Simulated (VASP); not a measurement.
A run of VASP 6.6.1:

POSCAR

```
HfH3
1.0
    2.3609180000      4.0892270000      0.0000000000
   -2.3609180000      4.0892270000      0.0000000000
    0.0000000000     -2.7261510000      4.1825040000
Hf H
2 6
Direct
    0.0000000000      0.0000000000      0.0000000000
    0.5000000000      0.5000000000      0.5000000000
    0.8780000000      0.6220000000      0.7500000000
    0.2500000000      0.8780000000      0.7500000000
    0.6220000000      0.2500000000      0.7500000000
    0.1220000000      0.3780000000      0.2500000000
    0.7500000000      0.1220000000      0.2500000000
    0.3780000000      0.7500000000      0.2500000000
```

File INCAR.step1:

```
PREC = Accurate
ENCUT = 520
EDIFF = 1E-7
ISMEAR = 0
SIGMA = 0.0868
LREAL = False
LASPH = True
NELM = 60
ALGO = Normal
ISIF = 2
LWAVE = False
LCHARG = True
LMAXMIX = 4
GGA = PS
NBANDS = 23
```

KPOINTS.step1

```
regular mesh
0
Gamma
  8 8 8
```

INCAR.step2

```
PREC = Accurate
ENCUT = 520
EDIFF = 1E-7
ISMEAR = -5
SIGMA = 0.0868
LREAL = False
LASPH = True
NELM = 60
ALGO = Normal
ISIF = 2
LWAVE = False
LCHARG = False
LMAXMIX = 4
GGA = PS
LORBIT = 11
NBANDS = 23
NEDOS = 1001
ICHARG = 11
```

KPOINTS.step2

```
regular mesh
0
Gamma
  12 12 12
```

Potentials or basis: VASP PAW PBE potentials, release 64 (Hf_pv, H).

Launch:

```console
$ cat potpaw_PBE.64/Hf_pv/POTCAR potpaw_PBE.64/H/POTCAR > POTCAR
$ cp INCAR.step1 INCAR
$ cp KPOINTS.step1 KPOINTS
$ mpirun -np 1 vasp_std > vasp.out
$ cp INCAR.step2 INCAR
$ cp KPOINTS.step2 KPOINTS
$ mpirun -np 1 vasp_std > vasp.out
```

Hardware: 1 thread of Intel(R) Xeon(R) Platinum 8488C (Sapphire Rapids), with other jobs on the host.

Problem. How long does it take, and how much memory?

Solution. Wall time 4.4 min on 1 thread of Intel(R) Xeon(R) Platinum 8488C (Sapphire Rapids), on a shared host, peak memory 0.42 GiB. Counts: k points 189.
